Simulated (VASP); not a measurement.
Runs of VASP 6.6.1 on PbF2. The structure is that of space group Fm-3m (No. 225), or close to it. The cells are those of the table. 

```csv
level,cell,gap on the mesh (eV),pressure (GPa)
r2SCAN,"a = 4.228 Å, angles 60.0°, 3 atoms",4.96,(c)
r2SCAN,"a = 4.144 Å, angles 60.0°, 3 atoms",(a),2.5
r2SCAN,"a = 4.101 Å, angles 60.0°, 3 atoms",4.93,5.5
PBE,"a = 4.285 Å, angles 60.0°, 3 atoms",4.40,-2.0
PBE,"a = 4.326 Å, angles 60.0°, 3 atoms",4.38,(b)
```

Alike in all rows: task single point; potentials or basis VASP PAW PBE potentials, release 64 (Pb_d, F); no spin polarisation; k mesh 6 × 6 × 6; cutoff (eV) 520; smearing gaussian 0.01 eV.

Task: Fill in the values left out.

Result: (a) 4.95; (b) -3.6; (c) -2.2.

Caveats: spin-orbit coupling is left out, which moves the levels of the heavy elements; the PAW data sets were made with another functional, which shifts forces and pressure a little (some runs).

A k mesh can miss the band edges, and the runs leave out spin-orbit coupling on Pb.
